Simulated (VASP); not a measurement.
# Ca (I4/mmm) in VASP: settings compared

The runs below take Ca through single point, relaxation of cell and atoms, with r2SCAN+D4, r2SCAN+rVV10, r2SCAN.

Everything below comes from runs of VASP 6.6.1. Logs are shortened: lines on timing, memory, paths and dates and some standing lists are left out, and cuts for length are marked.

### 1 The cell of the first run

The structure is tetragonal, space group I4/mmm (No. 139). Conventional cell: a = 4.412 Å, b = 4.412 Å, c = 4.395 Å, α = 90.00°, β = 90.00°, γ = 90.00°. Within 5.0 Å of Ca (site symmetry 4/mmm) lie 14 Ca at 3.82 to 4.41 Å.

This isn't the form of Ca at room conditions, which is fcc.

### 2 Single point, r2SCAN+D4

Contents of POSCAR:

```
Ca
1.0
   -2.2060797550      2.2060797550      2.1975554282
    2.2060797550     -2.2060797550      2.1975554282
    2.2060797550      2.2060797550     -2.1975554282
Ca
1
Direct
    0.5000000000      0.5000000000      0.0000000000
```

Contents of INCAR.step1:

```
SYSTEM = Ca
ALGO = Normal
EDIFF = 1E-4
ENCUT = 520
GGA = PE
ISMEAR = -1
LASPH = .True.
LCHARG = .False.
LREAL = .False.
LWAVE = .True.
NBANDS = 11
NELM = 60
PREC = Accurate
SIGMA = 0.05
```

Contents of INCAR.step2:

```
SYSTEM = Ca
ALGO = Normal
EDIFF = 1E-6
ENCUT = 520
ISIF = 2
ISMEAR = -1
ISTART = 1
IVDW = 13
LASPH = .True.
LCHARG = .True.
LELF = .True.
LMIXTAU = .True.
LREAL = .False.
LVHAR = .True.
LWAVE = .False.
METAGGA = R2SCAN
NBANDS = 11
NELM = 60
PREC = Accurate
SIGMA = 0.05
VDW_A1 = 0.51559235
VDW_A2 = 5.77342911
VDW_S6 = 1.0
VDW_S8 = 0.6018749
```

Contents of KPOINTS:

```
k-points
0
Gamma
  9 9 9
  0 0 0
```

Potentials or basis: VASP PAW PBE potentials, release 64 (Ca_sv).

Command:

```bash
cat potpaw_PBE.64/Ca_sv/POTCAR > POTCAR
cp INCAR.step1 INCAR
mpirun -np 1 vasp_std > vasp.out
cp INCAR.step2 INCAR
mpirun -np 1 vasp_std > vasp.out
```

OUTCAR:

```text
SYSTEM = Ca
   EDIFF = 1E-6
   ENCUT = 520
   ISIF = 2
   ISMEAR = -1
   ISTART = 1
   IVDW = 13
   LASPH = .True.
   LREAL = .False.
   METAGGA = R2SCAN
   NELM = 60
   PREC = Accurate

 ion  position               nearest neighbor table
   1  0.500  0.500  0.000-

  LATTYP: Found a body centered tetragonal cell.
 ALAT       =     4.4121595100
 C/A-ratio  =     0.9961359843

  Lattice vectors:

 A1 = (  -2.2060797550,   2.2060797550,   2.1975554282)
 A2 = (   2.2060797550,  -2.2060797550,   2.1975554282)
 A3 = (   2.2060797550,   2.2060797550,  -2.1975554282)

Analysis of symmetry for initial positions (statically):
=====================================================================
 Subroutine PRICEL returns:
 Original cell was already a primitive cell.

 Routine SETGRP: Setting up the symmetry group for a
 body centered tetragonal supercell.

 Subroutine GETGRP returns: Found 16 space group operations
 (whereof 16 operations were pure point group operations)
 out of a pool of 16 trial point group operations.

The static configuration has the point symmetry D_4h.

Analysis of symmetry for dynamics (positions and initial velocities):
=====================================================================
 Subroutine PRICEL returns:
 Original cell was already a primitive cell.

 Routine SETGRP: Setting up the symmetry group for a
 body centered tetragonal supercell.

 Subroutine GETGRP returns: Found 16 space group operations
 (whereof 16 operations were pure point group operations)
 out of a pool of 16 trial point group operations.

The dynamic configuration has the point symmetry D_4h.

 Subroutine INISYM returns: Found 16 space group operations
 (whereof 16 operations are pure point group operations),
 and found     1 'primitive' translations

----------------------------------------------------------------------------------------

                                     Primitive cell

  volume of cell :      42.7801

  direct lattice vectors                    reciprocal lattice vectors
    -2.206079755  2.206079755  2.197555428     0.000000000  0.226646384  0.227525547
     2.206079755 -2.206079755  2.197555428     0.226646384  0.000000000  0.227525547
     2.206079755  2.206079755 -2.197555428     0.226646384  0.226646384  0.000000000

  length of vectors
     3.816127046  3.816127046  3.816127046     0.321148654  0.321148654  0.320526391

  position of ions in fractional coordinates (direct lattice)
     0.500000000  0.500000000  0.000000000

  ion indices of the primitive-cell ions
   primitive index   ion index
                 1           1

----------------------------------------------------------------------------------------

 KPOINTS: k-points

Automatic generation of k-mesh.
 Grid dimensions read from file:
 generate k-points for:    9    9    9

 Generating k-lattice:

  Cartesian coordinates                     Fractional coordinates (reciprocal lattice)
     0.000000000  0.025182932  0.025280616     0.111111111 -0.000000000  0.000000000
     0.025182932  0.000000000  0.025280616    -0.000000000  0.111111111  0.000000000
     0.025182932  0.025182932  0.000000000     0.000000000  0.000000000  0.111111111

  Length of vectors
     0.035683184  0.035683184  0.035614043

  Shift w.r.t. Gamma in fractional coordinates (k-lattice)
     0.000000000  0.000000000  0.000000000

 Subroutine IBZKPT returns following result:
 ===========================================

 Found     75 irreducible k-points:

 Following reciprocal coordinates:
            Coordinates               Weight
  0.000000  0.000000  0.000000      1.000000
  0.111111  0.000000  0.000000      8.000000
  0.222222 -0.000000  0.000000      8.000000
  0.333333 -0.000000  0.000000      8.000000
  0.444444 -0.000000  0.000000      8.000000
  0.111111  0.111111  0.000000      8.000000
[... 16 lines left out ...]
 -0.333333  0.333333  0.000000      4.000000
  0.444444  0.444444  0.000000      8.000000
 [... further k-points ...]
   k-points           NKPTS =     75   k-points in BZ     NKDIM =     75   number of bands    NBANDS=     11
   number of dos      NEDOS =    301   number of ions     NIONS =      1
   total plane-waves  NPLWV =  21952
   dimension x,y,z NGX =    28 NGY =   28 NGZ =   28
   dimension x,y,z NGXF=    56 NGYF=   56 NGZF=   56
   ions per type =               1
   NGX,Y,Z   is equivalent  to a cutoff of  12.20, 12.20, 12.20 a.u.
   NGXF,Y,Z  is equivalent  to a cutoff of  24.40, 24.40, 24.40 a.u.
 SYSTEM =  Ca
   PREC   = accura    normal or accurate (medium, high low for compatibility)
   ISTART =      1    job   : 0-new  1-cont  2-samecut
   ICHARG =      0    charge: 1-file 2-atom 10-const
   ISPIN  =      1    spin polarized calculation?
   LNONCOLLINEAR =      F non collinear calculations
   LSORBIT =      F    spin-orbit coupling
   LASPH  =      T    aspherical Exc in radial PAW
   ENCUT  =  520.0 eV  38.22 Ry    6.18 a.u.   7.10  7.10  7.10*2*pi/ulx,y,z
   NELM   =     60;   NELMIN=  2; NELMDL=  0     # of ELM steps
   EDIFF  = 0.1E-05   stopping-criterion for ELM
   LREAL  =      F    real-space projection
   EDIFFG = 0.1E-04   stopping-criterion for IOM
   NSW    =      0    number of steps for IOM
   IBRION =     -1    ionic relax: 0-MD 1-quasi-New 2-CG
   NFREE  =      0    steps in history (QN), initial steepest desc. (CG)
   ISIF   =      2    stress and relaxation
   ISYM   =      2    0-nonsym 1-usesym 2-fastsym
   POTIM  = 0.5000    time-step for ionic-motion
   TEBEG  =    0.0;   TEEND  =   0.0 temperature during run
   PSTRESS=    0.0 pullay stress
   NELECT =      10.0000    total number of electrons
   NUPDOWN=      -1.0000    fix difference up-down
   EMIN   =  10.00;   EMAX   =-10.00  energy-range for DOS
   EFERMI =   0.00;   METHOD = LEGACY
   ISMEAR =    -1;   SIGMA  =   0.05  broadening in eV -4-tet -1-fermi 0-gaus
   EFERMI_NEDOS =   21; number of points for ismear=-14 and -15
   IALGO  =     38    algorithm
   IMIX   =      4    mixing-type and parameters
     AMIX     =   0.40;   BMIX     =  1.00
     AMIX_MAG =   1.60;   BMIX_MAG =  1.00
  volume/ion in A,a.u.               =      42.78       288.69
  Fermi-wavevector in a.u.,A,eV,Ry     =   1.008465  1.905722 13.837142  1.017001
  Thomas-Fermi vector in A             =   2.141333
   LORBIT       =      0    0 simple, 1 ext, 2 COOP (PROOUT), +10 PAW based schemes
   METAGGA = R2SCAN    functional components
   LHFCALC =     F    Hartree Fock is set to
   AEXX    =    0.0000 exact exchange contribution
   IVDW    =    13    specifies the selected vdW correction
   LEPSILON=     F    determine dielectric tensor
   LRPA    =     F    only Hartree local field effects (RPA)
 non-spin polarized calculation
  energy-cutoff  :      520.00
  volume of cell :       42.78
 maximum number of plane-waves:      1164
   NGX = 15   NGY = 15   NGZ = 15

 number of electron      10.0000000 magnetization

 Free energy of the ion-electron system (eV)
  ---------------------------------------------------
  ext. energy  EPLUGINS =         0.00000000
  ---------------------------------------------------
  free energy    TOTEN  =        -7.02111049 eV

  energy without entropy =       -7.00906792  energy(sigma->0) =       -7.01508920

 E-fermi :   2.0039     XC(G=0):  -8.1736

 val. band max:        1.9429481728   @ k =   0.2222   0.2222   0.2222
 cond. band min:       2.0177878721   @ k =  -0.4444  -0.4444   0.2222
 fundamental gap:      0.0748396992
 Fermi energy:         2.0039066101

 k-point     1 :       0.0000    0.0000    0.0000
  band No.  band energies     occupation
      1     -41.8789      2.00000
      2     -21.9065      2.00000
      3     -21.9061      2.00000
      4     -21.9060      2.00000
      5      -2.3134      2.00000
      6       4.6225      0.00000
      7       4.6408      0.00000
      8       4.6408      0.00000
      9       5.7029      0.00000
     10       5.7255      0.00000
     11      12.6769      0.00000

 k-point     2 :       0.1111    0.0000    0.0000
  band No.  band energies     occupation
      1     -41.8772      2.00000
      2     -21.9230      2.00000
      3     -21.9115      2.00000
      4     -21.9062      2.00000
      5      -2.0804      2.00000
      6       4.4835      0.00000
      7       4.5220      0.00000
      8       4.8041      0.00000
      9       5.5692      0.00000
     10       5.7133      0.00000
     11      12.3222      0.00000

 k-point     3 :       0.2222   -0.0000    0.0000
  band No.  band energies     occupation
      1     -41.8728      2.00000
      2     -21.9651      2.00000
      3     -21.9255      2.00000
      4     -21.9062      2.00000
      5      -1.4091      2.00000
      6       3.9733      0.00000
      7       4.1453      0.00000
      8       5.2960      0.00000
      9       5.5106      0.00000
     10       5.7544      0.00000
     11      10.7796      0.00000

 k-point     4 :       0.3333   -0.0000    0.0000
  band No.  band energies     occupation
      1     -41.8679      2.00000
      2     -22.0123      2.00000
      3     -21.9413      2.00000
      4     -21.9063      2.00000
      5      -0.3891      2.00000
      6       3.1241      0.00000
      7       3.8087      0.00000
      8       5.6179      0.00000
      9       5.8654      0.00000
     10       6.0119      0.00000
     11       9.0134      0.00000

 k-point     5 :       0.4444   -0.0000    0.0000
  band No.  band energies     occupation
      1     -41.8646      2.00000
      2     -22.0428      2.00000
      3     -21.9515      2.00000
      4     -21.9063      2.00000
      5       0.7797      2.00000
      6       2.1713      0.06795
      7       3.6100      0.00000
      8       5.6435      0.00000
      9       5.9885      0.00000
     10       6.6681      0.00000
     11       7.9796      0.00000
[... 211 lines left out ...]
 k-point    21 :       0.4444    0.3333    0.0000
  band No.  band energies     occupation
      1     -41.8632      2.00000
      2     -22.0248      2.00000
      3     -21.9730      2.00000
      4     -21.9207      2.00000
      5       1.3024      2.00000
      6       2.3294      0.00297
      7       3.1868      0.00000
      8       5.6137      0.00000
      9       5.9456      0.00000
     10       7.0533      0.00000
     11       7.5043      0.00000

 k-point    22 :      -0.4444    0.3333    0.0000
  band No.  band energies     occupation
      1     -41.8654      2.00000
      2     -22.0277      2.00000
      3     -21.9512      2.00000
      4     -21.9118      2.00000
      5       0.3352      2.00000
      6       2.6666      0.00000
      7       3.6178      0.00000
      8       5.5538      0.00000
      9       5.9636      0.00000
     10       6.4704      0.00000
     11       8.2765      0.00000

 k-point    23 :      -0.3333    0.3333    0.0000
  band No.  band energies     occupation
      1     -41.8679      2.00000
      2     -22.0122      2.00000
      3     -21.9414      2.00000
      4     -21.9058      2.00000
      5      -0.3960      2.00000
      6       3.1136      0.00000
      7       3.8297      0.00000
      8       5.5977      0.00000
      9       5.8649      0.00000
     10       6.0162      0.00000
     11       8.9921      0.00000

 k-point    24 :       0.4444    0.4444    0.0000
  band No.  band energies     occupation
      1     -41.8638      2.00000
      2     -22.0412      2.00000
      3     -21.9578      2.00000
      4     -21.9119      2.00000
      5       1.2936      2.00000
      6       1.8634      1.88639
      7       3.5185      0.00000
      8       5.5606      0.00000
      9       6.0101      0.00000
     10       6.8651      0.00000
     11       7.7159      0.00000

 [... further k-points ...]

------------------------ aborting loop because EDIFF is reached ----------------------------------------

  DFT-D4 for vdW energy calculation

  Edisp (eV):   -0.05479

  FORCE on cell =-STRESS in cart. coord.  units (eV):
  Direction    XX          YY          ZZ          XY          YZ          ZX
  --------------------------------------------------------------------------------------
  -------------------------------------------------------------------------------------
  Total       0.02325     0.02325     0.02807     0.00000     0.00000     0.00000
  in kB       0.87061     0.87061     1.05129     0.00000     0.00000     0.00000
  external pressure =        0.93 kB  Pullay stress =        0.00 kB

 VOLUME and BASIS-vectors are now :
 -----------------------------------------------------------------------------
  energy-cutoff  :      520.00
  volume of cell :       42.78
      direct lattice vectors                 reciprocal lattice vectors
    -2.206079755  2.206079755  2.197555428     0.000000000  0.226646384  0.227525547
     2.206079755 -2.206079755  2.197555428     0.226646384  0.000000000  0.227525547
     2.206079755  2.206079755 -2.197555428     0.226646384  0.226646384  0.000000000

 POSITION                                       TOTAL-FORCE (eV/Angst)
 -----------------------------------------------------------------------------------
      0.00000      0.00000      2.19756         0.000000      0.000000      0.000000
 -----------------------------------------------------------------------------------
    total drift:                                0.000000     -0.000000      0.000000

  FREE ENERGIE OF THE ION-ELECTRON SYSTEM (eV)
  ---------------------------------------------------
  free  energy   TOTEN  =        -7.0759012031 eV

  energy  without entropy=       -7.0638586330  energy(sigma->0) =       -7.06987992
```

It took 45 s on 1 thread of Intel Xeon 6975P-C (Granite Rapids), shared host; peak memory 0.18 GiB.

Results:

```yaml
Free_energy: -7.0759 eV
Pressure: 0.1 GPa
Band_gap_on_the_k_mesh: zero (bands 5 and 6 overlap by 0.30 eV)
Dispersion_energy_per_atom: -0.055 eV
```

Caveat: the PAW data sets were made with another functional, which shifts forces and pressure a little.

### 3 Single point, r2SCAN+rVV10

Contents of POSCAR:

```
Ca
1.0
   -2.2060769134      2.2060769134      2.1975783480
    2.2060769134     -2.2060769134      2.1975783480
    2.2060769134      2.2060769134     -2.1975783480
Ca
1
Direct
    0.5000000000      0.5000000000      0.0000000000
```

Contents of INCAR.step1:

```
SYSTEM = Ca
ALGO = Normal
EDIFF = 1E-4
ENCUT = 520
GGA = PE
ISMEAR = -1
LASPH = .TRUE.
LCHARG = .FALSE.
LREAL = .FALSE.
LWAVE = .TRUE.
NBANDS = 11
NELM = 80
PREC = Accurate
SIGMA = 0.05
```

Contents of INCAR.step2:

```
SYSTEM = Ca
ALGO = Normal
BPARAM = 11.95
CPARAM = 0.0093
EDIFF = 1E-6
ENCUT = 520
ISIF = 2
ISMEAR = -1
ISTART = 1
IVDW_NL = 2
LASPH = .TRUE.
LCHARG = .FALSE.
LMIXTAU = .TRUE.
LREAL = .FALSE.
LUSE_VDW = .TRUE.
LWAVE = .FALSE.
METAGGA = R2SCAN
NBANDS = 11
NELM = 80
PREC = Accurate
SIGMA = 0.05
```

Contents of KPOINTS:

```
k-points
0
G
  9 9 9
  0 0 0
```

Potentials or basis: VASP PAW PBE potentials, release 64 (Ca_sv).

Command:

```bash
cat potpaw_PBE.64/Ca_sv/POTCAR > POTCAR
cp INCAR.step1 INCAR
mpirun -np 1 vasp_std > vasp.out
cp INCAR.step2 INCAR
mpirun -np 1 vasp_std > vasp.out
```

Wall time 60 s (1 thread of Intel Xeon 6975P-C (Granite Rapids), shared host); peak memory 0.28 GiB.

The run converged. Its results:

```yaml
Free_energy: -6.7374 eV
Pressure: 0.1 GPa
Band_gap_on_the_k_mesh: zero (bands 5 and 6 overlap by 0.30 eV)
```

Levels at points of the mesh, in eV from the Fermi level:
| k point | band 2 | band 3 | band 4 | band 5 | band 6 | band 7 | band 8 | band 9 |
| --- | --- | --- | --- | --- | --- | --- | --- | --- |
| (0.00, 0.00, 0.00) | -23.87 | -23.87 | -23.87 | -4.32 | 2.63 | 2.65 | 2.65 | 3.72 |

Caveat: the PAW data sets were made with another functional, which shifts forces and pressure a little.

(Continued in part 2 of 2.)
